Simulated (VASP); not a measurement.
Wanted: the native input for a VASP 6.6.1 run.

```yaml
Task: single point
Functional: PBE
Potentials_or_basis: VASP PAW PBE potentials, release 64 (Ag)
Cutoff: 520 eV
k_mesh: 1 × 1 × 13
Occupations: gaussian, width 0.05 eV
Spin: no spin polarisation
Dipole_correction: no
Further_INCAR_settings: ALGO = Normal; EDIFF = 1e-06; NBANDS = 60
```

The structure of Ag lies in POSCAR:

```
Ag
1.0
   13.1000000000      0.0000000000      0.0000000000
    0.0000000000     13.4000000000      0.0000000000
    0.0000000000      0.0000000000      2.8702466211
Ag
9
Direct
    0.5000000000      0.5000000000      0.0000000000
    0.5000000000      0.3097066498      0.5000000000
    0.5000000000      0.6902933502      0.5000000000
    0.3053387795      0.5000000000      0.5000000000
    0.6946612205      0.5000000000      0.5000000000
    0.3158653864      0.3199765543      0.0000000000
    0.3158653864      0.6800234457      0.0000000000
    0.6841346136      0.3199765543      0.0000000000
    0.6841346136      0.6800234457      0.0000000000
```

These files were run (other wordings do the same):

INCAR

```
SYSTEM = Ag
PREC = Accurate
ENCUT = 520
EDIFF = 1E-6
ISMEAR = 0
SIGMA = 0.05
LREAL = .FALSE.
LASPH = .TRUE.
NELM = 100
ALGO = Normal
ISIF = 2
LWAVE = .FALSE.
LCHARG = .TRUE.
GGA = PE
LELF = .TRUE.
LVHAR = .TRUE.
NBANDS = 60
```

KPOINTS

```
Automatic mesh
0
G
  1 1 13
  0 0 0
```

Potentials or basis: VASP PAW PBE potentials, release 64 (Ag).

The run is started by

```console
$ cat potpaw_PBE.64/Ag/POTCAR > POTCAR
$ mpirun -np 1 vasp_std > vasp.out
```

Results of the run:

```
Largest force          : 0.009 eV/Å
Band gap on the k mesh : zero (an odd number of electrons rules out a gap without spin polarisation)
```

Run time: 2.3 min on 1 thread of AMD EPYC 9R45 96-Core Processor (Zen 5) (shared host), peak memory 0.55 GiB.
